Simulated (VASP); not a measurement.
A run of VASP 6.6.1:

File POSCAR:

```
MgS
1.0
    0.0000000000      2.8308747674      2.8308747674
    2.8308747674      0.0000000000      2.8308747674
    2.8308747674      2.8308747674      0.0000000000
Mg S
1 1
Direct
    0.0000000000      0.0000000000      0.0000000000
    0.7500000000      0.7500000000      0.7500000000
```

INCAR.step1

```
  ALGO = Normal
  EDIFF = 1E-8
  ENCUT = 500
  ISMEAR = 0
  LASPH = True
  LCHARG = False
  LMIXTAU = True
  LREAL = False
  LWAVE = True
  METAGGA = R2SCAN
  NELM = 60
  PREC = Accurate
  SIGMA = 0.01
```

INCAR.step2

```
  ALGO = Exact
  EDIFF = 1E-8
  ENCUT = 500
  ISMEAR = 0
  ISTART = 1
  LASPH = True
  LCHARG = False
  LMIXTAU = True
  LOPTICS = True
  LREAL = False
  LWAVE = True
  METAGGA = R2SCAN
  NBANDS = 77
  NELM = 1
  PREC = Accurate
  SIGMA = 0.01
```

INCAR.step3

```
  ALGO = EVGW0
  EDIFF = 1E-8
  ENCUT = 500
  ENCUTGW = 80.0
  ISMEAR = 0
  ISTART = 1
  LASPH = True
  LCHARG = False
  LMIXTAU = True
  LREAL = False
  LWAVE = False
  METAGGA = R2SCAN
  NBANDS = 77
  NBANDSGW = 12
  NELMGW = 1
  NOMEGA = 96
  OMEGAMAX = 20
  PREC = Accurate
  PRECFOCK = Fast
  SIGMA = 0.01
```

The input KPOINTS:

```
k-points
0
Gamma
  6 6 6
```

Potentials or basis: VASP PAW PBE potentials, release 64 (Mg_GW, S_GW).

The run is started by

```sh
$ cat potpaw_PBE.64/Mg_GW/POTCAR potpaw_PBE.64/S_GW/POTCAR > POTCAR
$ cp INCAR.step1 INCAR
$ mpirun -np 1 vasp_std > vasp.out
$ cp INCAR.step2 INCAR
$ mpirun -np 1 vasp_std > vasp.out
$ cp INCAR.step3 INCAR
$ mpirun -np 1 vasp_std > vasp.out
```

Hardware: 1 thread of Intel(R) Xeon(R) 6975P-C (Granite Rapids), with other jobs on the host.

Question: How long does it take, and how much memory?

Answer: Wall time 5.2 min on 1 thread of Intel(R) Xeon(R) 6975P-C (Granite Rapids), on a shared host, peak memory 0.62 GiB. Counts: k points 16.
